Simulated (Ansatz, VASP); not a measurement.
Tl in VASP and in Ansatz

Contents of INCAR:

```
PREC     = Accurate       # precision mode
ENCUT    = 520            # plane-wave cutoff, eV
EDIFF    = 1E-6           # SCF threshold, eV
ISMEAR   = -1             # smearing method
SIGMA    = 0.1            # smearing width, eV
LREAL    = False          # projectors in reciprocal space
LASPH    = True           # aspherical terms in the spheres
NELM     = 100            # most SCF steps
ALGO     = Normal         # electronic algorithm
ISIF     = 2              # what is computed and relaxed
LWAVE    = False          # write WAVECAR
LCHARG   = False          # write CHGCAR
GGA      = PE             # functional
NBANDS   = 12             # bands
```

File KPOINTS:

```
regular mesh
0
Gamma
  12 12 12
```

The input POSCAR:

```
Tl
1.0
    0.0000000000      2.3959466338      2.3959466338
    2.3959466338      0.0000000000      2.3959466338
    2.3959466338      2.3959466338      0.0000000000
Tl
1
Direct
    0.0000000000      0.0000000000      0.0000000000
```

Input for Ansatz:

```yaml
crystal:
  lattice:
    - [0.0, 2.3959466338, 2.3959466338]
    - [2.3959466338, 0.0, 2.3959466338]
    - [2.3959466338, 2.3959466338, 0.0]
  atoms:
    - { symbol: Tl, position: [0.0, 0.0, 0.0] }
hamiltonian:
  xc: pbe
  pseudopotentials:
    kind: paw
    azcp:
      Tl: "pseudopotentials/Tl.paw.azcp"
basis:
  ecutwfc: 420
  fft_grid_basis: typed
kpoints:
  mp_grid: { grid: [12, 12, 12], shift: [0, 0, 0] }
magnetization:
  spin_polarized: false
scf:
  occupations: { method: fermi_dirac, width: 0.1 }
  lower_state_search: "off"
output:
  stress: true
```

Alike in both runs: task single point; functional PBE; k mesh 12 × 12 × 12; occupations fermi-dirac, width 0.1 eV; no spin polarisation.

```csv
,VASP,Ansatz
version,VASP 6.6.1,Ansatz 0.2.0
potentials or method,"VASP PAW PBE potentials, release 64 (Tl_d), cutoff 520 eV","plane waves (420 eV) with PAW, scalar-relativistic"
valence electrons in the cell,13,13
```

Ansatz gave:

| Property | Result |
| --- | --- |
| pressure (GPa) | 4.8 |

Question: Estimate VASP's values.

Answer: Pressure (GPa): 4.7.

Spin-orbit coupling is off throughout.
